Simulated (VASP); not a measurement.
**Mg12CO12F4: single point with PBE**

Mg12CO12F4, a slab with vacuum:

```
CELL_PARAMETERS angstrom
5.60594 0.00000 0.00000
2.80297 4.85489 0.00000
0.00000 0.00000 16.72154
ATOMIC_POSITIONS crystal
Mg 0.00000 0.00000 0.05980
Mg 0.00000 0.50000 0.05980
Mg 0.50000 0.00000 0.05980
Mg 0.50000 0.50000 0.05980
Mg 0.66710 0.66610 0.21162
Mg 0.66745 0.16731 0.21024
Mg 0.16614 0.66600 0.21114
Mg 0.16627 0.16694 0.21163
Mg 0.34408 0.32278 0.36236
Mg 0.33332 0.83292 0.36139
Mg 0.83952 0.33919 0.36439
Mg 0.82312 0.84375 0.36235
O 0.33333 0.83333 0.12824
O 0.33333 0.33333 0.12824
O 0.83333 0.83333 0.12824
O 0.83333 0.33333 0.12824
O 0.00084 0.50064 0.27815
O 0.99757 0.99884 0.28110
O 0.49904 0.49738 0.28110
O 0.50252 0.00229 0.27827
O 0.67737 0.17698 0.43844
O 0.66150 0.68002 0.42378
O 0.18036 0.16107 0.42377
O 0.16093 0.66058 0.42398
C 0.68962 0.18906 0.52113
F 0.10872 0.60751 0.50226
F 0.56393 0.06406 0.55551
F 0.94949 0.06845 0.54872
F 0.56980 0.44888 0.54873
```

```yaml
Program: VASP 6.6.1
Task: single point
Functional: PBE
Potentials_or_basis: VASP PAW PBE potentials, release 64 (Mg, O, C, F)
Cutoff: 520 eV
k_mesh: 2 × 2 × 1
Occupations: gaussian, width 0.05 eV
Spin: no spin polarisation
Dipole_correction: no
Further_INCAR_settings: LREAL = Auto; ALGO = Normal; EDIFF = 1e-07; NBANDS = 84
```

```yaml
Largest_force: 0.810 eV/Å
Band_gap_on_the_k_mesh: zero (band 64 reaches -0.36 eV, above the bottom of band 65 at -0.58 eV)
```

Forces on the atoms (eV/Å):
```
Mg   0.016 -0.010 -0.628
Mg  -0.001 -0.001 -0.580
Mg  -0.015 -0.008 -0.588
Mg  -0.001  0.019 -0.628
Mg   0.004  0.004 -0.032
Mg   0.000 -0.001 -0.040
Mg  -0.006 -0.004 -0.039
Mg   0.006  0.002 -0.033
Mg   0.010  0.009 -0.038
Mg  -0.013 -0.006 -0.032
Mg  -0.002 -0.001 -0.043
Mg   0.014  0.004 -0.037
O   -0.030 -0.018  0.809
O    0.039  0.013  0.541
O    0.032  0.025  0.541
O   -0.041 -0.025  0.718
O   -0.004 -0.002  0.032
O    0.004  0.001  0.037
O    0.003  0.003  0.036
O   -0.001  0.001  0.034
O   -0.016 -0.009 -0.168
O   -0.001 -0.009  0.007
O   -0.008  0.005  0.007
O    0.113  0.066 -0.358
C   -0.032 -0.018 -0.297
F   -0.109 -0.064  0.338
F   -0.301 -0.174  0.165
F    0.328 -0.173  0.137
F    0.011  0.371  0.137
```

Levels at points of the mesh, in eV from the Fermi level:
```csv
k point,band 62,band 63,band 64,band 65,band 66,band 67
"(0.00, 0.00, 0.00)",-0.16,0.01,0.17,2.68,2.68,2.68
"(0.50, 0.00, 0.00)",-0.23,-0.11,-0.06,-0.05,2.20,2.20
"(0.50, 0.50, 0.00)",-0.08,-0.08,-0.05,0.09,2.19,2.20
"(0.00, 0.50, 0.00)",-0.23,-0.11,-0.06,-0.05,2.20,2.20
```

Run time: 12 min on 1 thread of Intel(R) Xeon(R) Platinum 8259CL CPU @ 2.50GHz (Skylake/Cascade Lake) (shared host), peak memory 0.55 GiB.

Caveat: the k points lie up to 0.65 Å⁻¹ apart.
